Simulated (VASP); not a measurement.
# Al2Cu (I4/mcm) in VASP: a series of runs

The runs below take Al2Cu through relaxation of cell and atoms, single point, with PBE.

All numbers are computed with VASP 6.6.1; they aren't measurements. Logs are shortened: lines on timing, memory, paths and dates and some standing lists are left out, and cuts for length are marked.

## 1. The cell of the first run

Symmetry: I4/mcm, No. 140, tetragonal system. Conventional cell: a = 5.853 Å, b = 5.853 Å, c = 4.724 Å, α = 90.00°, β = 90.00°, γ = 90.00°. Al (site symmetry m2m) has 4 Cu at 2.50 Å and 11 Al at 2.62 to 3.12 Å within 3.3 Å. Cu (site symmetry 422) has 2 Cu at 2.36 Å and 8 Al at 2.50 Å within 3.1 Å.

## 2. Relaxation of cell and atoms, PBE, target pressure 12 GPa, at which the enthalpy is minimised

INCAR

```
SYSTEM = Al2Cu
  PREC = Accurate
  ENCUT = 600
  EDIFF = 1E-6
  ISMEAR = 0
  SIGMA = 0.1
  LREAL = .False.
  LASPH = .True.
  NELM = 80
  ALGO = Fast
  ISIF = 3
  LWAVE = .False.
  LCHARG = .False.
  GGA = PE
  IBRION = 2
  NSW = 70
  EDIFFG = -0.008
  PSTRESS = 120.0
```

KPOINTS

```
regular mesh
0
Gamma
  10 10 10
  0 0 0
```

POSCAR

```
Al2Cu
1.0
   -2.9266596949      2.9266596949      2.3620753567
    2.9266596949     -2.9266596949      2.3620753567
    2.9266596949      2.9266596949     -2.3620753567
Al Cu
4 2
Direct
    0.8415812828      0.6584187172      0.5000000000
    0.6584187172      0.1584187172      0.8168374345
    0.3415812828      0.8415812828      0.1831625655
    0.1584187172      0.3415812828      0.5000000000
    0.2500000000      0.2500000000      0.0000000000
    0.7500000000      0.7500000000      0.0000000000
```

Potentials or basis: VASP PAW PBE potentials, release 64 (Al, Cu).

Started as:

```console
cat potpaw_PBE.64/Al/POTCAR potpaw_PBE.64/Cu/POTCAR > POTCAR
mpirun -np 1 vasp_std > vasp.out
```

OUTCAR:

```text
SYSTEM = Al2Cu
   PREC = Accurate
   ENCUT = 600
   EDIFF = 1E-6
   ISMEAR = 0
   LREAL = .False.
   LASPH = .True.
   NELM = 80
   ISIF = 3
   GGA = PE
   IBRION = 2
   NSW = 70
   EDIFFG = -0.008
   PSTRESS = 120.0

 ion  position               nearest neighbor table
   1  0.842  0.658  0.500-   5 2.50   6 2.50   6 2.50   5 2.50   4 2.62   4 2.81   4 2.81   2 3.00
                             3 3.00   2 3.00   3 3.00   2 3.12   3 3.12   3 3.12   2 3.12
   2  0.658  0.158  0.817-   5 2.50   6 2.50   5 2.50   6 2.50   3 2.62   3 2.81   3 2.81   1 3.00
                             4 3.00   4 3.00   1 3.00   1 3.12   4 3.12   1 3.12   4 3.12
   3  0.342  0.842  0.183-   5 2.50   6 2.50   5 2.50   6 2.50   2 2.62   2 2.81   2 2.81   1 3.00
                             4 3.00   4 3.00   1 3.00   1 3.12   4 3.12   4 3.12   1 3.12
   4  0.158  0.342  0.500-   6 2.50   5 2.50   5 2.50   6 2.50   1 2.62   1 2.81   1 2.81   2 3.00
                             3 3.00   2 3.00   3 3.00   2 3.12   3 3.12   2 3.12   3 3.12
   5  0.250  0.250  0.000-   6 2.36   6 2.36   2 2.50   3 2.50   2 2.50   3 2.50   4 2.50   1 2.50
                             4 2.50   1 2.50
   6  0.750  0.750  0.000-   5 2.36   5 2.36   2 2.50   3 2.50   2 2.50   3 2.50   1 2.50   1 2.50
                             4 2.50   4 2.50

  LATTYP: Found a body centered tetragonal cell.
 ALAT       =     5.8533193898
 C/A-ratio  =     0.8070891743

  Lattice vectors:

 A1 = (  -2.9266596949,   2.9266596949,   2.3620753567)
 A2 = (   2.9266596949,  -2.9266596949,   2.3620753567)
 A3 = (   2.9266596949,   2.9266596949,  -2.3620753567)

Analysis of symmetry for initial positions (statically):
=====================================================================
 Subroutine PRICEL returns:
 Original cell was already a primitive cell.

 Routine SETGRP: Setting up the symmetry group for a
 body centered tetragonal supercell.

 Subroutine GETGRP returns: Found 16 space group operations
 (whereof  8 operations were pure point group operations)
 out of a pool of 16 trial point group operations.

The static configuration has the point symmetry C_4h.
 The point group associated with its full space group is D_4h.

Analysis of symmetry for dynamics (positions and initial velocities):
=====================================================================
 Subroutine PRICEL returns:
 Original cell was already a primitive cell.

 Routine SETGRP: Setting up the symmetry group for a
 body centered tetragonal supercell.

 Subroutine GETGRP returns: Found 16 space group operations
[... 121 lines left out ...]
   TEBEG  =    0.0;   TEEND  =   0.0 temperature during run
   PSTRESS=  120.0 pullay stress
   NELECT =      34.0000    total number of electrons
   NUPDOWN=      -1.0000    fix difference up-down
   EMIN   =  10.00;   EMAX   =-10.00  energy-range for DOS
   EFERMI =   0.00;   METHOD = LEGACY
   ISMEAR =     0;   SIGMA  =   0.10  broadening in eV -4-tet -1-fermi 0-gaus
   EFERMI_NEDOS =   21; number of points for ismear=-14 and -15
   IALGO  =     68    algorithm
   IMIX   =      4    mixing-type and parameters
     AMIX     =   0.40;   BMIX     =  1.00
     AMIX_MAG =   1.60;   BMIX_MAG =  1.00
  volume/ion in A,a.u.               =      13.49        91.02
  Fermi-wavevector in a.u.,A,eV,Ry     =   1.226126  2.317042 20.454791  1.503385
  Thomas-Fermi vector in A             =   2.361138
   LORBIT       =      0    0 simple, 1 ext, 2 COOP (PROOUT), +10 PAW based schemes
   GGA     = PE    functional components
   LHFCALC =     F    Hartree Fock is set to
   AEXX    =    0.0000 exact exchange contribution
   IVDW    =     0    specifies the selected vdW correction
   LEPSILON=     F    determine dielectric tensor
   LRPA    =     F    only Hartree local field effects (RPA)
 conjugate gradient relaxation of ions
 non-spin polarized calculation
 RMM-DIIS sequential band-by-band and
 Gauss-broadening in eV      SIGMA  =   0.10
  energy-cutoff  :      600.00
  volume of cell :       80.93
 maximum number of plane-waves:      2724
 NGX is ok and might be reduce to    40
   NGX = 19   NGY = 19   NGZ = 19

--------------------------------------- Ionic step        1  -------------------------------------------

 number of electron      34.0000006 magnetization

 Free energy of the ion-electron system (eV)
  ---------------------------------------------------
  ext. energy  EPLUGINS =         0.00000000
  ---------------------------------------------------
  free energy    TOTEN  =       -23.07535011 eV

  energy without entropy =      -23.06639140  energy(sigma->0) =      -23.07087076

------------------------ aborting loop because EDIFF is reached ----------------------------------------

  FORCE on cell =-STRESS in cart. coord.  units (eV):
  Direction    XX          YY          ZZ          XY          YZ          ZX
  --------------------------------------------------------------------------------------
  -------------------------------------------------------------------------------------
  Total        6.4384762      6.4384762      6.4907712      0.0000000      0.0000000      0.0000000
  in kB      127.4663299    127.4663299    128.5016464      0.0000000      0.0000000      0.0000000
  external PRESSURE =       7.8114354 kB  Pullay stress =     120.0000000 kB
[... 323 lines left out ...]
--------------------------------------- Ionic step        9  -------------------------------------------

 number of electron      34.0000007 magnetization

 Free energy of the ion-electron system (eV)
  ---------------------------------------------------
  ext. energy  EPLUGINS =         0.00000000
  ---------------------------------------------------
  free energy    TOTEN  =       -23.10257693 eV

  energy without entropy =      -23.09359056  energy(sigma->0) =      -23.09808374

 E-fermi :   9.0696     XC(G=0): -11.2647

 val. band max:        9.0679473846   @ k =  -0.2000   0.2000   0.2000
 cond. band min:       9.0723924059   @ k =   0.5000   0.4000   0.0000
 fundamental gap:      0.0044450213
 Fermi energy:         9.0696039906

 k-point     1 :       0.0000    0.0000    0.0000
  band No.  band energies     occupation
      1      -2.3725      2.00000
      2       3.3203      2.00000
      3       3.4841      2.00000
      4       3.4841      2.00000
      5       3.5072      2.00000
      6       4.4947      2.00000
[... 565 lines left out ...]
     20      11.8946      0.00000
     21      12.5659      0.00000

 [... further k-points ...]

------------------------ aborting loop because EDIFF is reached ----------------------------------------

  FORCE on cell =-STRESS in cart. coord.  units (eV):
  Direction    XX          YY          ZZ          XY          YZ          ZX
  --------------------------------------------------------------------------------------
  -------------------------------------------------------------------------------------
  Total        6.1078975      6.1078975      6.0628402      0.0000000     -0.0000000      0.0000000
  in kB      120.4064803    120.4064803    119.5182548      0.0000000     -0.0000000      0.0000000
  external PRESSURE =       0.1104052 kB  Pullay stress =     120.0000000 kB
[... 25 lines left out ...]
  energy  without entropy=      -23.0935905579  energy(sigma->0) =      -23.09808374

  enthalpy is  TOTEN    =       -17.0152990915 eV   P V=        6.0872778395

 reached required accuracy - stopping structural energy minimisation
```

Wall time 10 min (1 thread of AMD EPYC 9R45 (Zen 5), shared host); peak memory 0.36 GiB.

What came out:

```yaml
Free_energy: -23.1026 eV
Relaxed_volume: 13.55 Å³/atom
Relaxed_cell: a = 4.772 Å, b = 4.772 Å, c = 4.772 Å, α = 104.22°, β = 104.22°, γ = 120.58°
Space_group_after_relaxing_to_0.05_Å: I4/mcm (No. 140)
Energy_change_on_relaxing_the_enthalpy_is_what_falls: -4.5 meV/atom
Ionic_steps: 9
Pressure_after_relaxing: 12.0 GPa
Band_gap_on_the_k_mesh: zero (band 17 reaches 11.75 eV, above the bottom of band 18 at 7.15 eV)
```

Stress tensor (GPa, compression positive):
```
12.04  0.00  0.00
 0.00 12.04  0.00
 0.00  0.00 11.95
```

The path:
```csv
step,energy change (eV),largest force (eV/Å),pressure (GPa),volume (Å³)
1,0.0000,0.0524,12.78,80.93
2,-0.0582,0.0162,11.20,81.70
3,-0.0322,0.0325,11.93,81.34
4,-0.0306,0.0156,11.83,81.32
5,-0.0284,0.0063,11.97,81.29
6,-0.0289,0.0012,11.97,81.30
7,-0.0259,0.0002,12.18,81.26
8,-0.0268,0.0005,12.09,81.27
9,-0.0272,0.0006,12.01,81.27
```

Final structure:
```
Al Cu
1.0
    -2.93092    2.93092    2.36530
     2.93092   -2.93092    2.36530
     2.93092    2.93092   -2.36530
Al Cu
4 2
Cartesian
  0.9254 2.0055 2.3653
  0.9254 3.8563 0.0000
  2.0055 -0.9254 2.3653
  2.0055 0.9254 0.0000
  0.0000 0.0000 1.1826
  0.0000 0.0000 3.5479
```

Levels at points of the mesh, in eV from the Fermi level:
```tsv
k point	band 15	band 16	band 17	band 18	band 19	band 20
(0.00, 0.00, 0.00)	-1.52	-1.36	-1.36	-0.95	-0.09	-0.03
(0.50, 0.00, 0.00)	-2.75	-2.75	0.26	0.26	4.28	4.28
(0.50, 0.50, 0.00)	-1.59	-1.46	-0.84	-0.67	0.89	1.45
(0.50, 0.50, 0.50)	-3.47	-1.92	2.68	2.99	2.99	3.56
```

Caveat: the cell is relaxed towards a set pressure, so the enthalpy falls and the energy may rise.

[end of part 1 of 2]
